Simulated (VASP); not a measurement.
Write the native input for VASP 6.6.1 that does the following.

| Quantity | Value |
| --- | --- |
| Task | single point |
| Functional | LDA |
| Potentials or basis | VASP PAW LDA potentials, release 64 (C) |
| Cutoff | 520 eV |
| k mesh | 16 × 16 × 6 |
| Occupations | gaussian, width 0.03 eV |
| Spin | no spin polarisation |
| Dipole correction | no |
| Further INCAR settings | ALGO = Normal; EDIFF = 1e-06; NBANDS = 16 |

The structure of C lies in POSCAR:

```
C
1.0
    1.2227846672      2.1166507485      0.0000000000
    1.2227846672     -2.1166507485      0.0000000000
    0.0000000000      0.0000000000     -6.7194983675
C
4
Direct
    0.1194621158      0.8805378842      0.0000000000
    0.7139510154      0.2860489846      0.5000000000
    0.7860489846      0.2139510154      1.0000000000
    0.3805378842      0.6194621158      0.5000000000
```

This cell differs from its parent crystal: mode 1 (-37.7 1/cm) frozen in, largest displacement -0.200 Å.

These files were run (other wordings do the same):

INCAR

```
PREC     = Accurate       # precision mode
ENCUT    = 520            # plane-wave cutoff, eV
EDIFF    = 1E-6           # SCF threshold, eV
ISMEAR   = 0              # smearing method
SIGMA    = 0.03           # smearing width, eV
LREAL    = False          # projectors in reciprocal space
LASPH    = True           # aspherical terms in the spheres
NELM     = 80             # most SCF steps
ALGO     = Normal         # electronic algorithm
ISIF     = 2              # what is computed and relaxed
LWAVE    = False          # write WAVECAR
LCHARG   = False          # write CHGCAR
NBANDS   = 16             # bands
```

KPOINTS

```
regular mesh
0
Gamma
  16 16 6
```

Potentials or basis: VASP PAW LDA potentials, release 64 (C).

Run with:

```sh
$ cat potpaw_LDA.64/C/POTCAR > POTCAR
$ mpirun -np 1 vasp_std > vasp.out
```

Results of the run:

* Pressure: 0.8 GPa
* Largest force: 0.029 eV/Å
* Band gap on the k mesh: 0.33 eV, indirect (least direct gap 0.36 eV)

Caveat: the cell differs from its parent crystal (mode 1 (-37.7 1/cm) frozen in, largest displacement -0.200 Å).

Run time: 49 s on 1 thread of Intel(R) Xeon(R) 6975P-C (Granite Rapids), with other jobs on the host, peak memory 0.21 GiB.
